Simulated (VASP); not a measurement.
# W in VASP: notebook, part 2 of 2

VASP 6.6.1. Earlier steps stand in the parts before.

## (4) Single point, r2SCAN (biaxial strain in the a-b plane: +3.0 %)

POSCAR

```
W
1.0
    3.2634531025      0.0000000000      0.0000000000
    0.0000000000      3.2634531025      0.0000000000
    0.0000000000      0.0000000000      3.1113698512
W
2
Direct
    0.0000000000      0.0000000000      0.0000000000
    0.5000000000      0.5000000000      0.5000000000
```

INCAR.step1

```
SYSTEM = W
PREC = Accurate ; ENCUT = 520
ISMEAR = 0 ; SIGMA = 0.1
LREAL = .FALSE. ; LASPH = .TRUE.
NELM = 80 ; NBANDS = 21
GGA = PE ; ALGO = Normal
EDIFF = 1E-4 ; LWAVE = .TRUE.
LCHARG = .FALSE.
```

INCAR.step2

```
SYSTEM = W
PREC = Accurate ; ENCUT = 520
EDIFF = 1E-6 ; ISMEAR = 0
SIGMA = 0.1 ; LREAL = .FALSE.
LASPH = .TRUE. ; NELM = 80
ALGO = Normal ; ISIF = 2
LWAVE = .FALSE. ; LCHARG = .FALSE.
METAGGA = R2SCAN ; LMIXTAU = .TRUE.
NBANDS = 21 ; ISTART = 1
```

KPOINTS

```
regular mesh
0
G
  16 16 16
  0 0 0
```

Potentials or basis: VASP PAW PBE potentials, release 64 (W_sv).

Command:

```
cat potpaw_PBE.64/W_sv/POTCAR > POTCAR
cp INCAR.step1 INCAR
mpirun -np 1 vasp_std > vasp.out
cp INCAR.step2 INCAR
mpirun -np 1 vasp_std > vasp.out
```

OUTCAR:

```text
SYSTEM = W
   PREC = Accurate
   ENCUT = 520
   EDIFF = 1E-6
   ISMEAR = 0
   LREAL = .FALSE.
   LASPH = .TRUE.
   NELM = 80
   ISIF = 2
   METAGGA = R2SCAN
   ISTART = 1

 ion  position               nearest neighbor table
   1  0.000  0.000  0.000-   2 2.78   2 2.78   2 2.78   2 2.78   2 2.78   2 2.78   2 2.78   2 2.78

   2  0.500  0.500  0.500-   1 2.78   1 2.78   1 2.78   1 2.78   1 2.78   1 2.78   1 2.78   1 2.78

  LATTYP: Found a simple tetragonal cell.
 ALAT       =     3.2634531025
 C/A-ratio  =     0.9533980583

  Lattice vectors:

 A1 = (   3.2634531025,   0.0000000000,   0.0000000000)
 A2 = (   0.0000000000,   3.2634531025,   0.0000000000)
 A3 = (   0.0000000000,   0.0000000000,   3.1113698512)

Analysis of symmetry for initial positions (statically):
=====================================================================
 Subroutine PRICEL returns following result:

  LATTYP: Found a body centered tetragonal cell.
 ALAT       =     3.2634531025
 C/A-ratio  =     0.9533980583
[... 172 lines left out ...]
  energy-cutoff  :      520.00
  volume of cell :       33.14
 maximum number of plane-waves:       920
   NGX = 13   NGY = 13   NGZ = 11

 number of electron      28.0000009 magnetization

 Free energy of the ion-electron system (eV)
  ---------------------------------------------------
  ext. energy  EPLUGINS =         0.00000000
  ---------------------------------------------------
  free energy    TOTEN  =      -102.61396960 eV

  energy without entropy =     -102.60936027  energy(sigma->0) =     -102.61166494

 E-fermi :  10.6539     XC(G=0): -14.6743

 val. band max:       10.6495697822   @ k =   0.0000   0.0000   0.3750
 cond. band min:      10.6578219262   @ k =   0.3125   0.0000   0.0625
 fundamental gap:      0.0082521440
 Fermi energy:        10.6539381178

 k-point     1 :       0.0000    0.0000    0.0000
  band No.  band energies     occupation
      1     -65.5142      2.00000
      2     -65.2982      2.00000
      3     -29.3134      2.00000
      4     -29.3134      2.00000
      5     -29.1794      2.00000
      6     -28.4473      2.00000
[... 565 lines left out ...]
     20      14.0135      0.00000
     21      24.7814      0.00000

 [... further k-points ...]
[... 5 lines left out ...]
  --------------------------------------------------------------------------------------
  -------------------------------------------------------------------------------------
  Total       -3.2537609     -3.2537609     -0.0580425      0.0000000      0.0000000     -0.0000000
  in kB     -157.3221319   -157.3221319     -2.8064058      0.0000000      0.0000000     -0.0000000
  external PRESSURE =    -105.8168899 kB  Pullay stress =       0.0000000 kB

 VOLUME and BASIS-vectors are now :
 -----------------------------------------------------------------------------
  energy-cutoff  :      520.00
  volume of cell :       33.14
      direct lattice vectors                 reciprocal lattice vectors
     3.263453103  0.000000000  0.000000000     0.306423892  0.000000000  0.000000000
     0.000000000  3.263453103  0.000000000     0.000000000  0.306423892  0.000000000
     0.000000000  0.000000000  3.111369851     0.000000000  0.000000000  0.321401842

 POSITION                                       TOTAL-FORCE (eV/Angst)
 -----------------------------------------------------------------------------------
      0.00000      0.00000      0.00000         0.000000     -0.000000      0.000000
      1.63173      1.63173      1.55568        -0.000000      0.000000     -0.000000
 -----------------------------------------------------------------------------------
    total drift:                                0.000000      0.000000     -0.000000

  FREE ENERGIE OF THE ION-ELECTRON SYSTEM (eV)
  ---------------------------------------------------
  free  energy   TOTEN  =      -102.6139695983 eV

  energy  without entropy=     -102.6093602741  energy(sigma->0) =     -102.61166494
```

OSZICAR.step1:

```text
N       E                     dE             d eps       ncg     rms          rms(c)
DAV:   1     0.269567691742E+03    0.26957E+03   -0.15815E+04 17090   0.155E+03
DAV:   2    -0.181400579105E+02   -0.28771E+03   -0.27979E+03 18403   0.454E+02
DAV:   3    -0.270664018516E+02   -0.89263E+01   -0.87485E+01 19556   0.787E+01
DAV:   4    -0.271551502795E+02   -0.88748E-01   -0.88657E-01 18424   0.825E+00
DAV:   5    -0.271560461331E+02   -0.89585E-03   -0.89585E-03 19391   0.869E-01    0.272E+01
DAV:   6    -0.261123208593E+02    0.10437E+01   -0.13105E+00 18952   0.110E+01    0.105E+01
DAV:   7    -0.258536915549E+02    0.25863E+00   -0.67952E-01 19390   0.730E+00    0.971E-01
DAV:   8    -0.258455112958E+02    0.81803E-02   -0.11685E-02 17448   0.111E+00    0.136E-01
DAV:   9    -0.258454022937E+02    0.10900E-03   -0.50505E-04 19300   0.197E-01    0.590E-02
DAV:  10    -0.258453895059E+02    0.12788E-04   -0.28762E-05  9148   0.578E-02
   1 F= -.25845390E+02 E0= -.25842821E+02  d E =-.513748E-02
```

It took 7.4 min on 1 thread of Intel Xeon 8259CL, shared host; peak memory 0.33 GiB.

What came out:

| Quantity | Value |
| --- | --- |
| Free energy | -102.6140 eV |
| Pressure | -10.6 GPa |
| Band gap on the k mesh | zero (bands 14 and 15 overlap by 1.36 eV) |

Levels at points of the mesh, in eV from the Fermi level:
| k point | band 12 | band 13 | band 14 | band 15 | band 16 | band 17 |
| --- | --- | --- | --- | --- | --- | --- |
| (0.00, 0.00, 0.00) | -1.62 | -0.96 | -0.96 | 2.00 | 2.88 | 4.97 |
| (0.50, 0.00, 0.00) | -2.66 | -0.68 | -0.68 | -0.16 | -0.16 | 1.49 |
| (0.50, 0.50, 0.00) | -3.06 | 0.14 | 0.14 | 1.71 | 1.71 | 3.02 |
| (0.00, 0.00, 0.50) | -2.44 | -0.81 | -0.81 | -0.81 | -0.81 | 1.15 |
| (0.50, 0.00, 0.50) | -3.74 | 0.53 | 0.53 | 2.39 | 2.39 | 3.59 |
| (0.50, 0.50, 0.50) | -3.17 | -2.88 | -2.88 | 3.23 | 3.23 | 3.56 |

Caveat: the cell differs from its parent crystal (biaxial strain in the a-b plane: +3.0 %); the stress differs along the axes, from -16 to -0 GPa; the PAW data sets were made with another functional, which shifts forces and pressure a little; spin-orbit coupling is left out, which moves the levels of the heavy elements.

## (5) Summary

```tsv
task	cell	k mesh	cutoff (eV)	gap on the mesh (eV)	pressure (GPa)
relaxation of cell and atoms	relaxed to -3 GPa from a = 2.770 Å, angles 109.5°, 1 atom, atomic positions A	18 × 18 × 18	600	none	-3.0
relaxation of cell and atoms	relaxed to 60 GPa from a = 2.617 Å, angles 109.5°, 1 atom, atomic positions A	20 × 20 × 20	600	none	60.0
single point	a = 3.263, b = 3.263, c = 3.111 Å, 2 atoms, atomic positions B	16 × 16 × 16	520	none	-10.6
```

Alike in all rows: level r2SCAN; potentials or basis VASP PAW PBE potentials, release 64 (W_sv); no spin polarisation; smearing gaussian 0.1 eV.

Caveats: the PAW data sets were made with another functional, which shifts forces and pressure a little; spin-orbit coupling is left out, which moves the levels of the heavy elements; the cell is relaxed towards a set pressure, so the run minimises the enthalpy, not the energy (at least some runs); the stress differs along the axes, from -16 to -0 GPa (at least some runs).

Total energies depend on the potentials used, so only differences within one code and one set of settings carry meaning.

The gap in the log of VASP goes by the Fermi energy; the results here count the filled bands.